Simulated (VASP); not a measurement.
Here is a VASP 6.6.1 calculation.

File INCAR:

```
ALGO = Normal
EDIFF = 1E-8
ENCUT = 520
GGA = PS
IBRION = 6
ISIF = 2
ISMEAR = 0
IVDW = 12
LASPH = T
LCHARG = F
LREAL = F
LWAVE = F
NBANDS = 16
NELM = 60
NFREE = 2
NSW = 1
POTIM = 0.015
PREC = Accurate
SIGMA = 0.01
```

KPOINTS

```
k-points
0
Gamma
  6 6 6
```

The input POSCAR:

```
CuI
1.0
    0.0000000000      3.0315000000      3.0315000000
    3.0315000000      0.0000000000      3.0315000000
    3.0315000000      3.0315000000      0.0000000000
Cu I
1 1
Direct
    0.2500000000      0.2500000000      0.2500000000
    0.0000000000      0.0000000000      0.0000000000
```

Potentials or basis: VASP PAW PBE potentials, release 64 (Cu, I).

Run with:

```sh
$ cat potpaw_PBE.64/Cu/POTCAR potpaw_PBE.64/I/POTCAR > POTCAR
$ mpirun -np 1 vasp_std > vasp.out
```

Question: Predict the highest phonon frequency at Γ, LO-TO splitting left out.

Answer: 121 cm⁻¹.

Question: Estimate the dispersion energy per atom.

Answer: -0.319 eV.

Phonon frequencies in cm⁻¹ (negative: imaginary):
```tsv
q point	frequencies
(0.000, 0.000, 0.000)	0 0 0 121 121 121
```

Caveat: the cell wasn't relaxed at this level first, which shifts response properties; three body term missing.
